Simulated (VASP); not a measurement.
# Se (P3_121) in VASP: notebook, part 3 of 3

VASP 6.6.1. Earlier steps stand in the parts before.

### Step 4. Single point, PBEsol (equal xx and yy strain of +3 %)

File INCAR:

```
SYSTEM = Se
PREC = Accurate
ENCUT = 520
EDIFF = 1E-6
ISMEAR = -1
SIGMA = 0.03
LREAL = .False.
LASPH = .True.
NELM = 80
ALGO = Normal
ISIF = 2
LWAVE = .False.
LCHARG = .False.
GGA = PS
NBANDS = 16
```

File KPOINTS:

```
Automatic mesh
0
Gamma
  6 6 5
  0 0 0
```

File POSCAR:

```
Se
1.0
    4.4971859474      0.0000000000      0.0000000000
   -2.2485929737      3.8946772760      0.0000000000
    0.0000000000      0.0000000000      4.9536000000
Se
3
Direct
    0.2254000000      0.0000000000      0.3333333333
    0.0000000000      0.2254000000      0.6666666667
    0.7746000000      0.7746000000      0.0000000000
```

Potentials or basis: VASP PAW PBE potentials, release 64 (Se).

Run with:

```sh
> cat potpaw_PBE.64/Se/POTCAR > POTCAR
> mpirun -np 1 vasp_std > vasp.out
```

OUTCAR:

```text
SYSTEM = Se
   PREC = Accurate
   ENCUT = 520
   EDIFF = 1E-6
   ISMEAR = -1
   LREAL = .False.
   LASPH = .True.
   NELM = 80
   ISIF = 2
   GGA = PS

 ion  position               nearest neighbor table
   1  0.225  0.000  0.333-   3 2.41   2 2.41
   2  0.000  0.225  0.667-   3 2.41   1 2.41
   3  0.775  0.775  0.000-   1 2.41   2 2.41

  LATTYP: Found a hexagonal cell.
 ALAT       =     4.4971859474
 C/A-ratio  =     1.1014888105

  Lattice vectors:

 A1 = (   4.4971859474,   0.0000000000,   0.0000000000)
 A2 = (  -2.2485929737,   3.8946772760,   0.0000000000)
 A3 = (   0.0000000000,   0.0000000000,   4.9536000000)

Analysis of symmetry for initial positions (statically):
=====================================================================
 Subroutine PRICEL returns:
 Original cell was already a primitive cell.

 Routine SETGRP: Setting up the symmetry group for a
 hexagonal supercell.

 Subroutine GETGRP returns: Found  6 space group operations
 (whereof  2 operations were pure point group operations)
 out of a pool of 24 trial point group operations.

The static configuration has the point symmetry C_2 .
 The point group associated with its full space group is D_3 .

Analysis of symmetry for dynamics (positions and initial velocities):
=====================================================================
 Subroutine PRICEL returns:
 Original cell was already a primitive cell.

 Routine SETGRP: Setting up the symmetry group for a
 hexagonal supercell.

 Subroutine GETGRP returns: Found  6 space group operations
 (whereof  2 operations were pure point group operations)
 out of a pool of 24 trial point group operations.

The dynamic configuration has the point symmetry C_2 .
 The point group associated with its full space group is D_3 .

 Subroutine INISYM returns: Found  6 space group operations
 (whereof  2 operations are pure point group operations),
 and found     1 'primitive' translations

----------------------------------------------------------------------------------------

                                     Primitive cell

  volume of cell :      86.7627

  direct lattice vectors                    reciprocal lattice vectors
     4.497185947  0.000000000  0.000000000     0.222361275  0.128380342  0.000000000
    -2.248592974  3.894677276  0.000000000     0.000000000  0.256760684  0.000000000
     0.000000000  0.000000000  4.953600000     0.000000000  0.000000000  0.201873385

  length of vectors
     4.497185947  4.497185947  4.953600000     0.256760684  0.256760684  0.201873385

  position of ions in fractional coordinates (direct lattice)
     0.225400000  0.000000000  0.333333333
     0.000000000  0.225400000  0.666666667
     0.774600000  0.774600000  0.000000000

  ion indices of the primitive-cell ions
   primitive index   ion index
                 1           1
                 2           2
                 3           3

----------------------------------------------------------------------------------------

 KPOINTS: Automatic mesh

Automatic generation of k-mesh.
 Grid dimensions read from file:
 generate k-points for:    6    6    5

 Generating k-lattice:

  Cartesian coordinates                     Fractional coordinates (reciprocal lattice)
     0.037060212  0.021396724  0.000000000     0.166666667  0.000000000  0.000000000
     0.000000000  0.042793447  0.000000000     0.000000000  0.166666667  0.000000000
     0.000000000  0.000000000  0.040374677     0.000000000  0.000000000  0.200000000

  Length of vectors
     0.042793447  0.042793447  0.040374677

  Shift w.r.t. Gamma in fractional coordinates (k-lattice)
     0.000000000  0.000000000  0.000000000

 Subroutine IBZKPT returns following result:
 ===========================================

 Found     27 irreducible k-points:

 Following reciprocal coordinates:
            Coordinates               Weight
  0.000000  0.000000  0.000000      1.000000
  0.166667  0.000000  0.000000      6.000000
  0.333333  0.000000  0.000000      6.000000
  0.500000  0.000000  0.000000      3.000000
  0.166667  0.166667  0.000000      6.000000
  0.333333  0.166667  0.000000     12.000000
[... 16 lines left out ...]
  0.500000  0.000000  0.400000      6.000000
  0.166667  0.166667  0.400000     12.000000
 [... further k-points ...]
   k-points           NKPTS =     27   k-points in BZ     NKDIM =     27   number of bands    NBANDS=     16
   number of dos      NEDOS =    301   number of ions     NIONS =      3
   total plane-waves  NPLWV =  51840
   dimension x,y,z NGX =    36 NGY =   36 NGZ =   40
   dimension x,y,z NGXF=    72 NGYF=   72 NGZF=   80
   ions per type =               3
   NGX,Y,Z   is equivalent  to a cutoff of  13.31, 13.31, 13.42 a.u.
   NGXF,Y,Z  is equivalent  to a cutoff of  26.62, 26.62, 26.85 a.u.
 SYSTEM =  Se
   PREC   = accura    normal or accurate (medium, high low for compatibility)
   ISTART =      0    job   : 0-new  1-cont  2-samecut
   ICHARG =      2    charge: 1-file 2-atom 10-const
   ISPIN  =      1    spin polarized calculation?
   LNONCOLLINEAR =      F non collinear calculations
   LSORBIT =      F    spin-orbit coupling
   LASPH  =      T    aspherical Exc in radial PAW
   ENCUT  =  520.0 eV  38.22 Ry    6.18 a.u.   8.36  8.36  9.21*2*pi/ulx,y,z
   NELM   =     80;   NELMIN=  2; NELMDL= -5     # of ELM steps
   EDIFF  = 0.1E-05   stopping-criterion for ELM
   LREAL  =      F    real-space projection
   EDIFFG = 0.1E-04   stopping-criterion for IOM
   NSW    =      0    number of steps for IOM
   IBRION =     -1    ionic relax: 0-MD 1-quasi-New 2-CG
   NFREE  =      0    steps in history (QN), initial steepest desc. (CG)
   ISIF   =      2    stress and relaxation
   ISYM   =      2    0-nonsym 1-usesym 2-fastsym
   POTIM  = 0.5000    time-step for ionic-motion
   TEBEG  =    0.0;   TEEND  =   0.0 temperature during run
   PSTRESS=    0.0 pullay stress
   NELECT =      18.0000    total number of electrons
   NUPDOWN=      -1.0000    fix difference up-down
   EMIN   =  10.00;   EMAX   =-10.00  energy-range for DOS
   EFERMI =   0.00;   METHOD = LEGACY
   ISMEAR =    -1;   SIGMA  =   0.03  broadening in eV -4-tet -1-fermi 0-gaus
   EFERMI_NEDOS =   21; number of points for ismear=-14 and -15
   IALGO  =     38    algorithm
   IMIX   =      4    mixing-type and parameters
     AMIX     =   0.40;   BMIX     =  1.00
     AMIX_MAG =   1.60;   BMIX_MAG =  1.00
  volume/ion in A,a.u.               =      28.92       195.17
  Fermi-wavevector in a.u.,A,eV,Ry     =   0.969143  1.831415 12.779114  0.939238
  Thomas-Fermi vector in A             =   2.099171
   LORBIT       =      0    0 simple, 1 ext, 2 COOP (PROOUT), +10 PAW based schemes
   GGA     = PS    functional components
   LHFCALC =     F    Hartree Fock is set to
   AEXX    =    0.0000 exact exchange contribution
   IVDW    =     0    specifies the selected vdW correction
   LEPSILON=     F    determine dielectric tensor
   LRPA    =     F    only Hartree local field effects (RPA)
 non-spin polarized calculation
  energy-cutoff  :      520.00
  volume of cell :       86.76
 maximum number of plane-waves:      2359
 NGX is ok and might be reduce to    36
   NGX = 17   NGY = 17   NGZ = 19

 number of electron      18.0000000 magnetization

 Free energy of the ion-electron system (eV)
  ---------------------------------------------------
  ext. energy  EPLUGINS =         0.00000000
  ---------------------------------------------------
  free energy    TOTEN  =       -11.44504400 eV

  energy without entropy =      -11.44504400  energy(sigma->0) =      -11.44504400

 E-fermi :   2.5369     XC(G=0):  -8.7723

 val. band max:        1.8919176180   @ k =  -0.1667   0.5000   0.4000
 cond. band min:       3.1184311209   @ k =   0.0000   0.0000   0.4000
 fundamental gap:      1.2265135029
 Fermi energy:         2.5368918494

 k-point     1 :       0.0000    0.0000    0.0000
  band No.  band energies     occupation
      1     -13.4668      2.00000
      2      -9.5748      2.00000
      3      -9.5748      2.00000
      4      -1.7416      2.00000
      5      -1.7416      2.00000
      6      -1.6283      2.00000
[... 8 lines left out ...]
     15       8.5049      0.00000
     16      10.3552      0.00000
[... 419 lines left out ...]
 k-point    24 :       0.1667    0.1667    0.4000
  band No.  band energies     occupation
      1     -12.5409      2.00000
      2     -11.7410      2.00000
      3      -8.2344      2.00000
      4      -3.0446      2.00000
      5      -2.2498      2.00000
      6      -1.7015      2.00000
[... 8 lines left out ...]
     15       9.8204      0.00000
     16      10.2589      0.00000

 [... further k-points ...]
[... 5 lines left out ...]
  --------------------------------------------------------------------------------------
  -------------------------------------------------------------------------------------
  Total       -1.2987657     -1.2987657     -0.8372851     -0.0000000      0.0000000     -0.0000000
  in kB      -23.9832557    -23.9832557    -15.4614673     -0.0000000      0.0000000     -0.0000000
  external PRESSURE =     -21.1426595 kB  Pullay stress =       0.0000000 kB

 VOLUME and BASIS-vectors are now :
 -----------------------------------------------------------------------------
  energy-cutoff  :      520.00
  volume of cell :       86.76
      direct lattice vectors                 reciprocal lattice vectors
     4.497185947  0.000000000  0.000000000     0.222361275  0.128380342  0.000000000
    -2.248592974  3.894677276  0.000000000     0.000000000  0.256760684  0.000000000
     0.000000000  0.000000000  4.953600000     0.000000000  0.000000000  0.201873385

 POSITION                                       TOTAL-FORCE (eV/Angst)
 -----------------------------------------------------------------------------------
      1.01367      0.00000      1.65120        -0.235188     -0.000000      0.000000
     -0.50683      0.87786      3.30240         0.117594     -0.203679     -0.000000
      1.74176      3.01682      0.00000         0.117594      0.203679     -0.000000
 -----------------------------------------------------------------------------------
    total drift:                                0.000000      0.000001     -0.000000

  FREE ENERGIE OF THE ION-ELECTRON SYSTEM (eV)
  ---------------------------------------------------
  free  energy   TOTEN  =       -11.4450439981 eV

  energy  without entropy=      -11.4450439980  energy(sigma->0) =      -11.44504400
```

stdout:

```text
POSCAR found type information on POSCAR Se
 POSCAR found :  1 types and       3 ions
 scaLAPACK will be used
 -----------------------------------------------------------------------------
|                                                                             |
|                                                                             |
|     You enforced a specific xc type in the INCAR file but a different       |
|     I HOPE YOU KNOW WHAT YOU ARE DOING!                                     |
|                                                                             |
 -----------------------------------------------------------------------------

 LDA part: xc-table for (Slater+PW92), standard interpolation
 POSCAR, INCAR and KPOINTS ok, starting setup
 FFT: planning ... GRIDC
 FFT: planning ... GRID_SOFT
 FFT: planning ... GRID
 WAVECAR not read
 entering main loop
```

Wall time 30 s (1 thread of AMD EPYC 7R43 (Zen 3), shared host); peak memory 0.17 GiB.

Results:

```yaml
Free_energy: -11.4450 eV
Pressure: -2.1 GPa
Largest_force: 0.235 eV/Å
Band_gap_on_the_k_mesh: 1.23 eV, indirect (least direct gap 1.56 eV)
```

Forces in eV/Å, atoms in the order of the input:
```
Se  -0.235  0.000  0.000
Se   0.118 -0.204  0.000
Se   0.118  0.204  0.000
```

Stress tensor (GPa, compression positive):
```
-2.40  0.00  0.00
 0.00 -2.40  0.00
 0.00  0.00 -1.55
```

Caveat: the cell differs from its parent crystal (equal xx and yy strain of +3 %); the PAW data sets were made with another functional, which shifts forces and pressure a little. A k mesh can miss the band edges.

### Step 5. Single point, PBEsol (equal xx and yy strain of -3 %)

Changes to INCAR since step 4:

```diff
@@ -3,3 +3,3 @@
 ENCUT = 520
-EDIFF = 1E-6
+EDIFF = 1E-7
 ISMEAR = -1
@@ -8,3 +8,3 @@
 LASPH = .True.
-NELM = 80
+NELM = 60
 ALGO = Normal
```

KPOINTS is that of step 4.

File POSCAR:

```
Se
1.0
    4.2352139504      0.0000000000      0.0000000000
   -2.1176069753      3.6678028716      0.0000000000
    0.0000000000      0.0000000000      4.9536000000
Se
3
Direct
    0.2254000000      0.0000000000      0.3333333333
    0.0000000000      0.2254000000      0.6666666667
    0.7746000000      0.7746000000      0.0000000000
```

Run with:

```sh
> cat potpaw_PBE.64/Se/POTCAR > POTCAR
> mpirun -np 1 vasp_std > vasp.out
```

Wall time 35 s (1 thread of Intel Xeon 6975P-C, shared host); peak memory 0.19 GiB.

The run converged. Its results:

* Free energy: -11.4494 eV
* Pressure: 3.6 GPa
* Largest force: 0.949 eV/Å
* Band gap on the k mesh: 1.25 eV, indirect (least direct gap 1.33 eV)

Forces on the atoms (eV/Å):
```
Se   0.949  0.000  0.000
Se  -0.474  0.822  0.000
Se  -0.474 -0.822  0.000
```

Stress tensor (GPa, compression positive):
```
2.68 0.00 0.00
0.00 2.68 0.00
0.00 0.00 5.39
```

Levels at points of the mesh, in eV from the valence-band top:
| k point | band 5 | band 6 | band 7 | band 8 | band 9 | band 10 | band 11 | band 12 | band 13 | band 14 |
| --- | --- | --- | --- | --- | --- | --- | --- | --- | --- | --- |
| (0.00, 0.00, 0.00) | -3.84 | -3.84 | -2.12 | -2.12 | -0.36 | 1.94 | 1.94 | 2.33 | 6.20 | 6.26 |
| (0.50, 0.00, 0.00) | -4.93 | -3.60 | -3.13 | -1.84 | -1.03 | 1.95 | 2.43 | 4.50 | 4.99 | 7.78 |

Caveat: the cell differs from its parent crystal (equal xx and yy strain of -3 %); the PAW data sets were made with another functional, which shifts forces and pressure a little. A k mesh can miss the band edges.

### Step 6. Summary

| cell | gap on the mesh (eV) | pressure (GPa) | largest force (eV/Å) |
| --- | --- | --- | --- |
| a = 4.279, b = 4.279, c = 4.954 Å, angles 90.0, 90.0, 120.0°, 3 atoms | 1.24 | 2.4 | 0.74 |
| a = 4.410, b = 4.410, c = 4.954 Å, angles 90.0, 90.0, 120.0°, 3 atoms | 1.23 | -0.5 | 0.14 |
| a = 4.497, b = 4.497, c = 4.954 Å, angles 90.0, 90.0, 120.0°, 3 atoms | 1.23 | -2.1 | 0.24 |
| a = 4.235, b = 4.235, c = 4.954 Å, angles 90.0, 90.0, 120.0°, 3 atoms | 1.25 | 3.6 | 0.95 |

Alike in all rows: task single point; level PBEsol; potentials or basis VASP PAW PBE potentials, release 64 (Se); no spin polarisation; k mesh 6 × 6 × 5; cutoff (eV) 520; smearing fermi-dirac 0.03 eV.

Caveats: the PAW data sets were made with another functional, which shifts forces and pressure a little.

Absolute energies hang on the potentials; compare differences alone.
